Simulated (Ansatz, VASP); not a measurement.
## One calculation of N, two programs

Contents of INCAR:

```
PREC = Accurate
ENCUT = 520
EDIFF = 1E-8
ISMEAR = -1
SIGMA = 0.08
LREAL = F
LASPH = T
NELM = 60
ALGO = Normal
ISIF = 2
LWAVE = F
LCHARG = F
GGA = PE
LEFG = T
NBANDS = 12
```

Contents of KPOINTS:

```
Automatic mesh
0
Gamma
  13 13 13
```

POSCAR

```
N
1.0
    0.0000000000      2.0920680360      2.0920680360
    2.0920680360      0.0000000000      2.0920680360
    2.0920680360      2.0920680360      0.0000000000
N
2
Direct
    0.0000000000      0.0000000000      0.0000000000
    0.2500000000      0.2500000000      0.2500000000
```

Input for Ansatz:

```yaml
crystal:
  lattice:
    - [0.0, 2.092068036, 2.092068036]
    - [2.092068036, 0.0, 2.092068036]
    - [2.092068036, 2.092068036, 0.0]
  atoms:
    - { symbol: "N", position: [0.0, 0.0, 0.0] }
    - { symbol: "N", position: [0.25, 0.25, 0.25] }
kpoints:
  mp_grid: { grid: [13, 13, 13] }
  band_path:
    path:
      - [0.0, 0.0, 0.0]
      - [0.5, 0.0, 0.5]
      - [0.625, 0.25, 0.625]
      - [0.375, 0.375, 0.75]
      - [0.0, 0.0, 0.0]
      - [0.5, 0.5, 0.5]
      - [0.5, 0.25, 0.75]
      - [0.5, 0.0, 0.5]
    npoints: 14
scf:
  occupations: { method: fermi_dirac, width: 0.08 }
hamiltonian:
  xc: pbe
  pseudopotentials: { kind: paw }
output:
  forces: true
  stress: true
  eigenvalues: true
  efg: { contact_densities: true }
  populations: true
  bader: true
  dos: { projected: true, de: 0.2, e_range: [-14, 8] }
  write_density: true
  write_potential: true
  elf: true
  volumetric_format: npy
```

Alike in both runs: task electric field gradients; functional PBE; k mesh 13 × 13 × 13; occupations fermi-dirac, width 0.08 eV; no spin polarisation.

|  | VASP | Ansatz |
| --- | --- | --- |
| version | VASP 6.6.1 | Ansatz 0.2.0 |
| potentials or method | VASP PAW PBE potentials, release 64 (N) | PAW with Ansatz's default frozen-core files, scalar-relativistic |
| plane-wave cutoff (eV) | 520 | 420 |
| valence electrons in the cell | 10 | 10 |

```tsv
	VASP	Ansatz	Ansatz less VASP
pressure (GPa)	0.0	0.0	-0.03
```
